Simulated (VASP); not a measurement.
AlAs:

```xyz
2
Lattice="0.0000 2.8304 2.8304 2.8304 0.0000 2.8304 2.8304 2.8304 0.0000" Properties=species:S:1:pos:R:3 pbc="T T T"
Al    0.0000    0.0000    0.0000
As    1.4152    1.4152    1.4152
```

Base run:

* Program: VASP 6.6.1
* Functional: PBE
* Potentials or basis: VASP PAW PBE potentials, release 64 (Al, As)
* Cutoff: 500 eV
* k mesh: 5 × 5 × 5
* Occupations: gaussian, width 0.01 eV
* Spin: no spin polarisation

Its results: band gap on the k mesh 1.64 eV, indirect (least direct gap 2.06 eV); pressure 2.8 GPa.

Q: The run is repeated on the same cell with these changes: k mesh from 5 × 5 × 5 to 4 × 4 × 4. What comes out?

A: Band gap on the k mesh 1.41 eV, indirect (least direct gap 2.05 eV); pressure 3.1 GPa.

Caveats: some runs use coarse meshes.

A k mesh can miss the band edges.
